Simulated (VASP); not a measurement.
AlN:

```
Al N
1.0
     3.11300    0.00000    0.00000
    -1.55650    2.69594    0.00000
     0.00000    0.00000    4.98100
Al N
2 2
Direct
  0.66667 0.33333 0.50000
  0.33333 0.66667 0.00000
  0.66667 0.33333 0.88000
  0.33333 0.66667 0.38000
```

```yaml
Program: VASP 6.6.1
Task: relaxation of cell and atoms
Functional: PBE
Potentials_or_basis: VASP PAW PBE potentials, release 64 (Al, N)
Cutoff: 600 eV
k_mesh: 10 × 10 × 6
Occupations: fermi-dirac, width 0.05 eV
Spin: no spin polarisation
```

At the start: pressure 3.3 GPa; volume 10.45 Å³/atom.

Where does the relaxation end?

Over 3 steps the energy falls by 2.1 meV/atom and the volume is 10.62 Å³/atom (+1.7 %); space group P6_3mc (No. 186, to 0.1 Å) before and after.

The path:
| step | energy change (eV) | largest force (eV/Å) | pressure (GPa) | volume (Å³) |
| --- | --- | --- | --- | --- |
| 1 | 0.0000 | 0.1289 | 3.33 | 41.80 |
| 2 | -0.0018 | 0.0913 | -2.78 | 43.13 |
| 3 | -0.0083 | 0.0034 | 0.00 | 42.50 |

Final structure:
```yaml
crystal:
  lattice:
    - [3.12734, 0.00000, 0.00000]
    - [-1.56367, 2.70835, 0.00000]
    - [0.00000, 0.00000, 5.01759]
  atoms:
    - { symbol: Al, position: [0.66667, 0.33333, 0.49934] }
    - { symbol: Al, position: [0.33333, 0.66667, 0.99934] }
    - { symbol: N, position: [0.66667, 0.33333, 0.88066] }
    - { symbol: N, position: [0.33333, 0.66667, 0.38066] }
```
